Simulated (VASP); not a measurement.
# PbS in VASP: notebook

The runs below take PbS through single point, with HSE06, r2SCAN.

Everything below comes from runs of VASP 6.6.1. Logs are shortened: lines on timing, memory, paths and dates and some standing lists are left out, and cuts for length are marked.

**1. The cell of the first run**

The structure is hexagonal, space group P-6m2 (No. 187). Conventional cell: a = 4.117 Å, b = 4.117 Å, c = 3.813 Å, α = 90.00°, β = 90.00°, γ = 120.00°. Pb (site symmetry -6m2) has 6 S at 3.05 Å and 8 Pb at 3.81 to 4.12 Å within 4.2 Å. S (site symmetry -6m2) has 6 Pb at 3.05 Å and 8 S at 3.81 to 4.12 Å within 4.2 Å.

**2. Single point, HSE06**

The input, POSCAR:

```
PbS
1.0
    4.1167825667      0.0000000000      0.0000000000
   -2.0583912833      3.5652382846      0.0000000000
    0.0000000000      0.0000000000      3.8132549298
Pb S
1 1
Direct
    0.0000000000      0.0000000000      0.0000000000
    0.6666666667      0.3333333333      0.5000000000
```

The input, INCAR.step1:

```
PREC = Accurate ; ENCUT = 520
EDIFF = 1E-5 ; ISMEAR = -1
SIGMA = 0.05 ; LREAL = False
LASPH = True ; NELM = 80
ALGO = Normal ; ISIF = 2
LWAVE = True ; LCHARG = False
NBANDS = 17 ; GGA = PE
```

The input, INCAR.step2:

```
PREC = Accurate ; ENCUT = 520
EDIFF = 1E-6 ; ISMEAR = -1
SIGMA = 0.05 ; LREAL = False
LASPH = True ; NELM = 80
ALGO = Normal ; ISIF = 2
LWAVE = False ; LCHARG = False
GGA = PE ; LHFCALC = True
HFSCREEN = 0.2079 ; PRECFOCK = Normal
NBANDS = 17 ; ISTART = 1
```

The input, KPOINTS:

```
regular mesh
0
Gamma
  4 4 4
```

Potentials or basis: VASP PAW PBE potentials, release 64 (Pb_d, S).

Run with:

```
> cat potpaw_PBE.64/Pb_d/POTCAR potpaw_PBE.64/S/POTCAR > POTCAR
> cp INCAR.step1 INCAR
> mpirun -np 1 vasp_std > vasp.out
> cp INCAR.step2 INCAR
> mpirun -np 1 vasp_std > vasp.out
```

OUTCAR:

```text
PREC = Accurate
   ENCUT = 520
   EDIFF = 1E-6
   ISMEAR = -1
   LREAL = False
   LASPH = True
   NELM = 80
   ISIF = 2
   GGA = PE
   LHFCALC = True
   HFSCREEN = 0.2079
   PRECFOCK = Normal
   ISTART = 1

 ion  position               nearest neighbor table
   1  0.000  0.000  0.000-   2 3.05   2 3.05   2 3.05   2 3.05   2 3.05   2 3.05
   2  0.667  0.333  0.500-   1 3.05   1 3.05   1 3.05   1 3.05   1 3.05   1 3.05

  LATTYP: Found a hexagonal cell.
 ALAT       =     4.1167825667
 C/A-ratio  =     0.9262706660

  Lattice vectors:

 A1 = (   4.1167825667,   0.0000000000,   0.0000000000)
 A2 = (  -2.0583912833,   3.5652382846,   0.0000000000)
 A3 = (   0.0000000000,   0.0000000000,   3.8132549298)

Analysis of symmetry for initial positions (statically):
=====================================================================
 Subroutine PRICEL returns:
 Original cell was already a primitive cell.

 Routine SETGRP: Setting up the symmetry group for a
 hexagonal supercell.

 Subroutine GETGRP returns: Found 12 space group operations
 (whereof 12 operations were pure point group operations)
 out of a pool of 24 trial point group operations.

The static configuration has the point symmetry D_3h.

Analysis of symmetry for dynamics (positions and initial velocities):
=====================================================================
 Subroutine PRICEL returns:
 Original cell was already a primitive cell.

 Routine SETGRP: Setting up the symmetry group for a
 hexagonal supercell.

 Subroutine GETGRP returns: Found 12 space group operations
 (whereof 12 operations were pure point group operations)
 out of a pool of 24 trial point group operations.

The dynamic configuration has the point symmetry D_3h.

 Subroutine INISYM returns: Found 12 space group operations
 (whereof 12 operations are pure point group operations),
 and found     1 'primitive' translations

----------------------------------------------------------------------------------------

                                     Primitive cell

  volume of cell :      55.9683

  direct lattice vectors                    reciprocal lattice vectors
     4.116782567  0.000000000  0.000000000     0.242908141  0.140243081  0.000000000
    -2.058391283  3.565238285  0.000000000     0.000000000  0.280486161  0.000000000
     0.000000000  0.000000000  3.813254930     0.000000000  0.000000000  0.262243154

  length of vectors
     4.116782567  4.116782567  3.813254930     0.280486161  0.280486161  0.262243154

  position of ions in fractional coordinates (direct lattice)
     0.000000000  0.000000000  0.000000000
     0.666666667  0.333333333  0.500000000

  ion indices of the primitive-cell ions
   primitive index   ion index
                 1           1
                 2           2

----------------------------------------------------------------------------------------

 KPOINTS: regular mesh

Automatic generation of k-mesh.
 Grid dimensions read from file:
 generate k-points for:    4    4    4

 Generating k-lattice:

  Cartesian coordinates                     Fractional coordinates (reciprocal lattice)
     0.060727035  0.035060770  0.000000000     0.250000000  0.000000000  0.000000000
     0.000000000  0.070121540  0.000000000     0.000000000  0.250000000  0.000000000
     0.000000000  0.000000000  0.065560789     0.000000000  0.000000000  0.250000000

  Length of vectors
     0.070121540  0.070121540  0.065560789

  Shift w.r.t. Gamma in fractional coordinates (k-lattice)
     0.000000000  0.000000000  0.000000000

 Subroutine IBZKPT returns following result:
 ===========================================

 Found     12 irreducible k-points:

 Following reciprocal coordinates:
            Coordinates               Weight
  0.000000  0.000000  0.000000      1.000000
  0.250000  0.000000  0.000000      6.000000
  0.500000  0.000000  0.000000      3.000000
  0.250000  0.250000  0.000000      6.000000
  0.000000  0.000000  0.250000      2.000000
  0.250000  0.000000  0.250000     12.000000
[... 42 lines left out ...]

  energy without entropy =      -10.11045673  energy(sigma->0) =      -10.11047600

 E-fermi :   4.9984     XC(G=0):  -7.7718

 val. band max:        4.6720790950   @ k =   0.0000   0.0000   0.5000
 cond. band min:       5.4143068855   @ k =   0.2500   0.2500   0.5000
 fundamental gap:      0.7422277904
 Fermi energy:         4.9983791478

 k-point     1 :       0.0000    0.0000    0.0000
  band No.  band energies     occupation
      1     -13.9993      2.00000
      2     -13.9922      2.00000
      3     -13.9922      2.00000
      4     -13.8941      2.00000
      5     -13.8941      2.00000
      6      -9.8194      2.00000
[... 9 lines left out ...]
     16      16.6502      0.00000
     17      16.6502      0.00000

 k-point     2 :       0.2500    0.0000    0.0000
  band No.  band energies     occupation
      1     -14.0087      2.00000
      2     -13.9815      2.00000
      3     -13.9622      2.00000
      4     -13.9103      2.00000
      5     -13.8974      2.00000
      6      -9.3498      2.00000
[... 9 lines left out ...]
     16      16.1562      0.00000
     17      16.4995      0.00000

 k-point     3 :       0.5000    0.0000    0.0000
  band No.  band energies     occupation
      1     -14.0243      2.00000
      2     -13.9650      2.00000
      3     -13.9319      2.00000
      4     -13.9263      2.00000
      5     -13.9008      2.00000
      6      -8.7070      2.00000
[... 9 lines left out ...]
     16      16.6606      0.00000
     17      16.7307      0.00000

 k-point     4 :       0.2500    0.2500    0.0000
  band No.  band energies     occupation
      1     -14.0000      2.00000
      2     -13.9749      2.00000
      3     -13.9468      2.00000
      4     -13.9212      2.00000
      5     -13.9060      2.00000
      6      -8.7247      2.00000
[... 9 lines left out ...]
     16      14.8799      0.00000
     17      16.8231      0.00000
[... 103 lines left out ...]
      1     -13.9896      2.00000
      2     -13.9825      2.00000
      3     -13.9547      2.00000
      4     -13.9449      2.00000
      5     -13.8692      2.00000
      6      -8.3887      2.00000
[... 9 lines left out ...]
     16      15.1354      0.00000
     17      16.5425      0.00000

 k-point    11 :       0.5000    0.0000    0.5000
  band No.  band energies     occupation
      1     -14.0242      2.00000
      2     -13.9986      2.00000
      3     -13.9512      2.00000
      4     -13.9269      2.00000
      5     -13.8488      2.00000
      6      -8.0461      2.00000
[... 9 lines left out ...]
     16      18.5427      0.00000
     17      19.2449      0.00000

 k-point    12 :       0.2500    0.2500    0.5000
  band No.  band energies     occupation
      1     -14.0146      2.00000
      2     -13.9783      2.00000
      3     -13.9610      2.00000
      4     -13.9449      2.00000
      5     -13.8516      2.00000
      6      -8.0501      2.00000
[... 9 lines left out ...]
     16      17.4047      0.00000
     17      18.3458      0.00000

------------------------ aborting loop because EDIFF is reached ----------------------------------------

  FORCE on cell =-STRESS in cart. coord.  units (eV):
  Direction    XX          YY          ZZ          XY          YZ          ZX
  --------------------------------------------------------------------------------------
  -------------------------------------------------------------------------------------
  Total       -0.7350202     -0.7350202     -0.7761029     -0.0000000      0.0000000      0.0000000
  in kB      -21.0410567    -21.0410567    -22.2171085     -0.0000000      0.0000000      0.0000000
  external PRESSURE =     -21.4330740 kB  Pullay stress =       0.0000000 kB

 VOLUME and BASIS-vectors are now :
 -----------------------------------------------------------------------------
  energy-cutoff  :      520.00
  volume of cell :       55.97
      direct lattice vectors                 reciprocal lattice vectors
     4.116782567  0.000000000  0.000000000     0.242908141  0.140243081  0.000000000
    -2.058391283  3.565238285  0.000000000     0.000000000  0.280486161  0.000000000
     0.000000000  0.000000000  3.813254930     0.000000000  0.000000000  0.262243154

 POSITION                                       TOTAL-FORCE (eV/Angst)
 -----------------------------------------------------------------------------------
      0.00000      0.00000      0.00000         0.000000     -0.000000      0.000000
      2.05839      1.18841      1.90663        -0.000000      0.000000      0.000000
 -----------------------------------------------------------------------------------
    total drift:                                0.000002     -0.000000     -0.000000

  FREE ENERGIE OF THE ION-ELECTRON SYSTEM (eV)
  ---------------------------------------------------
  free  energy   TOTEN  =       -10.1104952582 eV

  energy  without entropy=      -10.1104567326  energy(sigma->0) =      -10.11047600
```

Run time: 12 min. Hardware: 1 thread of Intel Xeon Platinum 8259CL at 2.50GHz (Skylake/Cascade Lake), shared host; peak memory 0.28 GiB.

What came out:

* Free energy: -10.1105 eV
* Pressure: -2.1 GPa
* Band gap on the k mesh: 0.74 eV (least direct gap 1.37 eV)

Caveat: the k points lie up to 0.44 Å⁻¹ apart; the PAW data sets were made with another functional, which shifts forces and pressure a little; spin-orbit coupling is left out, which moves the levels of the heavy elements. A k mesh can miss the band edges.

**3. Single point, HSE06**

This run uses another cell than the first one, of 28.53 Å³/atom.

The input, POSCAR:

```
PbS
1.0
    4.1435156701      0.0000000000      0.0000000000
   -2.0717578350      3.5883898313      0.0000000000
    0.0000000000      0.0000000000      3.8380170193
Pb S
1 1
Direct
    0.0000000000      0.0000000000      0.0000000000
    0.6666666667      0.3333333333      0.5000000000
```

The input, INCAR.step1:

```
SYSTEM = PbS
ALGO = Normal
EDIFF = 1E-5
ENCUT = 520
GGA = PE
ISIF = 2
ISMEAR = -1
LASPH = .TRUE.
LCHARG = .FALSE.
LREAL = .FALSE.
LWAVE = .TRUE.
NBANDS = 17
NELM = 80
PREC = Accurate
SIGMA = 0.05
```

The input, INCAR.step2:

```
SYSTEM = PbS
ALGO = Normal
EDIFF = 1E-7
ENCUT = 520
GGA = PE
HFSCREEN = 0.2079
ISIF = 2
ISMEAR = -1
ISTART = 1
LASPH = .TRUE.
LCHARG = .FALSE.
LHFCALC = .TRUE.
LREAL = .FALSE.
LWAVE = .FALSE.
NBANDS = 17
NELM = 80
PREC = Accurate
PRECFOCK = Normal
SIGMA = 0.05
```

The input, KPOINTS:

```
k-points
0
G
  4 4 4
  0 0 0
```

Potentials or basis: VASP PAW PBE potentials, release 64 (Pb_d, S).

Run with:

```
> cat potpaw_PBE.64/Pb_d/POTCAR potpaw_PBE.64/S/POTCAR > POTCAR
> cp INCAR.step1 INCAR
> mpirun -np 1 vasp_std > vasp.out
> cp INCAR.step2 INCAR
> mpirun -np 1 vasp_std > vasp.out
```

Wall time 14 min (1 thread of Intel Xeon Platinum 8259CL at 2.50GHz (Skylake/Cascade Lake), shared host); peak memory 0.28 GiB.

Results (log left out):

| Item | Value |
| --- | --- |
| Free energy | -10.0934 eV |
| Pressure | -3.0 GPa |
| Band gap on the k mesh | 0.84 eV (least direct gap 1.40 eV) |

Stress tensor (GPa, compression positive):
```
-2.84  0.00  0.00
 0.00 -2.84  0.00
 0.00  0.00 -3.30
```

Levels at points of the mesh, in eV from the valence-band top:
| k point | band 6 | band 7 | band 8 | band 9 | band 10 | band 11 | band 12 | band 13 | band 14 | band 15 |
| --- | --- | --- | --- | --- | --- | --- | --- | --- | --- | --- |
| (0.00, 0.00, 0.00) | -14.30 | -6.94 | -2.31 | -1.82 | -1.82 | 4.12 | 4.12 | 6.03 | 7.22 | 7.70 |
| (0.50, 0.00, 0.00) | -13.24 | -9.02 | -2.86 | -1.79 | -1.29 | 2.40 | 4.57 | 5.97 | 6.13 | 11.92 |
| (0.00, 0.00, 0.50) | -13.22 | -9.55 | -1.20 | -1.20 | 0.00 | 1.40 | 4.50 | 4.50 | 9.08 | 9.08 |
| (0.50, 0.00, 0.50) | -12.61 | -7.85 | -4.30 | -4.22 | -1.56 | 2.74 | 3.37 | 3.45 | 9.08 | 11.41 |

Caveat: the k points lie up to 0.44 Å⁻¹ apart; the PAW data sets were made with another functional, which shifts forces and pressure a little; spin-orbit coupling is left out, which moves the levels of the heavy elements.

**4. Single point, HSE06**

This run uses another cell than the first one, of 29.08 Å³/atom.

The input, POSCAR:

```
PbS
1.0
    4.1699082012      0.0000000000      0.0000000000
   -2.0849541005      3.6112464337      0.0000000000
    0.0000000000      0.0000000000      3.8624636467
Pb S
1 1
Direct
    0.0000000000      0.0000000000      0.0000000000
    0.6666666667      0.3333333333      0.5000000000
```

The input, INCAR.step1:

```
  PREC = Accurate
  ENCUT = 520
  EDIFF = 1E-5
  ISMEAR = -1
  SIGMA = 0.05
  LREAL = F
  LASPH = T
  NELM = 60
  ALGO = Normal
  ISIF = 2
  LWAVE = T
  LCHARG = F
  GGA = PE
  NBANDS = 17
```

The input, INCAR.step2:

```
  PREC = Accurate
  ENCUT = 520
  EDIFF = 1E-6
  ISMEAR = -1
  SIGMA = 0.05
  LREAL = F
  LASPH = T
  NELM = 60
  ALGO = Normal
  ISIF = 2
  LWAVE = F
  LCHARG = F
  GGA = PE
  LHFCALC = T
  HFSCREEN = 0.2079
  PRECFOCK = Normal
  ISTART = 1
  NBANDS = 17
```

The input, KPOINTS:

```
regular mesh
0
Gamma
  4 4 4
```

Run with:

```
> cat potpaw_PBE.64/Pb_d/POTCAR potpaw_PBE.64/S/POTCAR > POTCAR
> cp INCAR.step1 INCAR
> mpirun -np 1 vasp_std > vasp.out
> cp INCAR.step2 INCAR
> mpirun -np 1 vasp_std > vasp.out
```

Wall time 9.5 min (1 thread of Intel Xeon Platinum 8259CL at 2.50GHz (Skylake/Cascade Lake), shared host); peak memory 0.29 GiB.

Results (log left out):

```
Free energy            : -10.0706 eV
Pressure               : -3.8 GPa
Band gap on the k mesh : 0.93 eV (least direct gap 1.43 eV)
```

Stress tensor (GPa, compression positive):
```
-3.53  0.00  0.00
 0.00 -3.53  0.00
 0.00  0.00 -4.31
```

Levels at points of the mesh, in eV from the valence-band top:
```
           k point  band 7  band 8  band 9  band 10  band 11  band 12  band 13  band 14
(0.00, 0.00, 0.00)   -6.95   -2.20   -1.72    -1.72     4.14     4.14     6.11     7.14
(0.50, 0.00, 0.00)   -8.91   -2.73   -1.72    -1.21     2.41     4.57     5.91     6.20
(0.00, 0.00, 0.50)   -9.42   -1.12   -1.12     0.00     1.43     4.49     4.49     9.13
(0.50, 0.00, 0.50)   -7.79   -4.14   -4.07    -1.47     2.79     3.39     3.49     9.05
```

Caveat: the k points lie up to 0.43 Å⁻¹ apart; the PAW data sets were made with another functional, which shifts forces and pressure a little; spin-orbit coupling is left out, which moves the levels of the heavy elements. A k mesh can miss the band edges.

**5. Single point, r2SCAN**

This run uses another cell than the first one, of 27.44 Å³/atom.

The input, POSCAR:

```
PbS
1.0
    4.0896976867      0.0000000000      0.0000000000
   -2.0448488433      3.5417820905      0.0000000000
    0.0000000000      0.0000000000      3.7881670000
Pb S
1 1
Direct
    0.0091440000      0.0031280000     -0.0018180000
    0.6493990000      0.3189090000      0.5043660000
```

The input, INCAR.step1:

```
PREC = Accurate
ENCUT = 520
ISMEAR = 1
SIGMA = 0.05
LREAL = False
LASPH = True
NELM = 60
NBANDS = 17
GGA = PE
ALGO = Normal
EDIFF = 1E-4
LWAVE = True
LCHARG = False
```

The input, INCAR.step2:

```
PREC = Accurate
ENCUT = 520
EDIFF = 1E-6
ISMEAR = 1
SIGMA = 0.05
LREAL = False
LASPH = True
NELM = 60
ALGO = Normal
ISIF = 2
LWAVE = False
LCHARG = False
METAGGA = R2SCAN
LMIXTAU = True
NBANDS = 17
ISTART = 1
```

The input, KPOINTS:

```
regular mesh
0
Gamma
  10 10 10
```

Run with:

```
> cat potpaw_PBE.64/Pb_d/POTCAR potpaw_PBE.64/S/POTCAR > POTCAR
> cp INCAR.step1 INCAR
> mpirun -np 1 vasp_std > vasp.out
> cp INCAR.step2 INCAR
> mpirun -np 1 vasp_std > vasp.out
```

It took 10 min on 1 thread of Intel Xeon 6975P-C (Granite Rapids), shared host; peak memory 0.52 GiB.

Results (log left out):

```yaml
Free_energy: -65.3322 eV
Pressure: -1.0 GPa
Largest_force: 0.155 eV/Å
Band_gap_on_the_k_mesh: zero (bands 10 and 11 overlap by 0.15 eV)
```

Forces on the atoms (eV/Å):
```
Pb  -0.114 -0.100 -0.031
S    0.114  0.100  0.031
```

Stress tensor (GPa, compression positive):
```
-1.13 -0.10 -0.05
-0.10 -1.01 -0.04
-0.05 -0.04 -0.79
```

Levels at points of the mesh, in eV from the Fermi level:
| k point | band 7 | band 8 | band 9 | band 10 | band 11 | band 12 | band 13 | band 14 |
| --- | --- | --- | --- | --- | --- | --- | --- | --- |
| (0.00, 0.00, 0.00) | -6.53 | -2.28 | -1.93 | -1.63 | 3.49 | 4.01 | 5.74 | 6.96 |
| (0.50, 0.00, 0.00) | -8.86 | -2.74 | -1.53 | -1.20 | 2.10 | 4.02 | 5.53 | 5.84 |
| (0.00, 0.50, 0.00) | -8.54 | -2.84 | -1.92 | -1.33 | 2.21 | 4.38 | 5.48 | 6.09 |
| (0.50, 0.50, 0.00) | -8.61 | -2.82 | -1.84 | -1.30 | 2.18 | 4.30 | 5.39 | 6.15 |
| (0.00, 0.00, 0.50) | -9.21 | -1.23 | -1.15 | 0.04 | 1.28 | 4.05 | 4.26 | 8.68 |
| (0.50, 0.00, 0.50) | -7.49 | -4.36 | -4.30 | -1.48 | 2.40 | 3.25 | 3.38 | 8.67 |
| (0.00, 0.50, 0.50) | -7.62 | -4.10 | -3.96 | -1.55 | 2.30 | 2.89 | 3.00 | 8.93 |
| (0.50, 0.50, 0.50) | -7.60 | -4.15 | -4.04 | -1.54 | 2.30 | 2.99 | 3.09 | 8.87 |

Caveat: semilocal functionals underestimate gaps, and a narrow one can read as zero; the PAW data sets were made with another functional, which shifts forces and pressure a little; spin-orbit coupling is left out, which moves the levels of the heavy elements.

**6. Summary**

| level | cell | k mesh | smearing | grid for exact exchange (PRECFOCK) | share of exact exchange | screening parameter | gap on the mesh (eV) | pressure (GPa) |
| --- | --- | --- | --- | --- | --- | --- | --- | --- |
| HSE06 | a = 4.117, b = 4.117, c = 3.813 Å, angles 90.0, 90.0, 120.0°, 2 atoms, atomic positions A | 4 × 4 × 4 | fermi-dirac 0.05 eV | Normal | 0.25 | 0.2079 1/Å | 0.74 | -2.1 |
| HSE06 | a = 4.144, b = 4.144, c = 3.838 Å, angles 90.0, 90.0, 120.0°, 2 atoms, atomic positions A | 4 × 4 × 4 | fermi-dirac 0.05 eV | Normal | 0.25 | 0.2079 1/Å | 0.84 | -3.0 |
| HSE06 | a = 4.170, b = 4.170, c = 3.862 Å, angles 90.0, 90.0, 120.0°, 2 atoms, atomic positions A | 4 × 4 × 4 | fermi-dirac 0.05 eV | Normal | 0.25 | 0.2079 1/Å | 0.93 | -3.8 |
| r2SCAN | a = 4.090, b = 4.090, c = 3.788 Å, angles 90.0, 90.0, 120.0°, 2 atoms, atomic positions B | 10 × 10 × 10 | methfessel-paxton 0.05 eV | - | - | - | none | -1.0 |

Alike in all rows: task single point; potentials or basis VASP PAW PBE potentials, release 64 (Pb_d, S); no spin polarisation; cutoff (eV) 520.

Caveats: some runs use coarse meshes; the PAW data sets were made with another functional, which shifts forces and pressure a little; spin-orbit coupling is left out, which moves the levels of the heavy elements; semilocal functionals underestimate gaps, and a narrow one can read as zero (at least some runs).

Absolute energies hang on the potentials; compare differences alone.

The gap in the log of VASP goes by the Fermi energy; the results here count the filled bands.